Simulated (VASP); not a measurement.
Here is a VASP 6.6.1 calculation.

The input INCAR:

```
SYSTEM = Al2Cl2F
PREC = Accurate ; ENCUT = 520
EDIFF = 1E-6 ; ISMEAR = 0
SIGMA = 0.1 ; LREAL = .FALSE.
LASPH = .TRUE. ; NELM = 60
ALGO = Normal ; ISIF = 2
LWAVE = .FALSE. ; LCHARG = .FALSE.
GGA = PE ; NBANDS = 22
```

KPOINTS

```
regular mesh
0
G
  8 8 6
  0 0 0
```

File POSCAR:

```
Al2Cl2F
1.0
    5.1365160590      0.0000000000      0.0000000000
    0.0000000000      5.1365160590      0.0000000000
    0.0000000000      0.0000000000      6.2457143172
Al Cl F
2 2 1
Direct
    0.5000000000      0.5000000000      0.6983669501
    0.5000000000      0.5000000000      0.3016330499
    0.0000000000      0.5000000000      0.5000000000
    0.5000000000      0.0000000000      0.5000000000
    0.5000000000      0.5000000000      0.0000000000
```

Potentials or basis: VASP PAW PBE potentials, release 64 (Al, Cl, F).

Launch:

```console
$ cat potpaw_PBE.64/Al/POTCAR potpaw_PBE.64/Cl/POTCAR potpaw_PBE.64/F/POTCAR > POTCAR
$ mpirun -np 1 vasp_std > vasp.out
```

(1) Estimate the band gap on the k mesh.

(2) Estimate the pressure.

Results:

(1) zero (an odd number of electrons rules out a gap without spin polarisation).

(2) -0.1 GPa.

Caveat: an odd number of electrons without spin polarisation forces a metal; a magnetic or distorted state may lie lower.
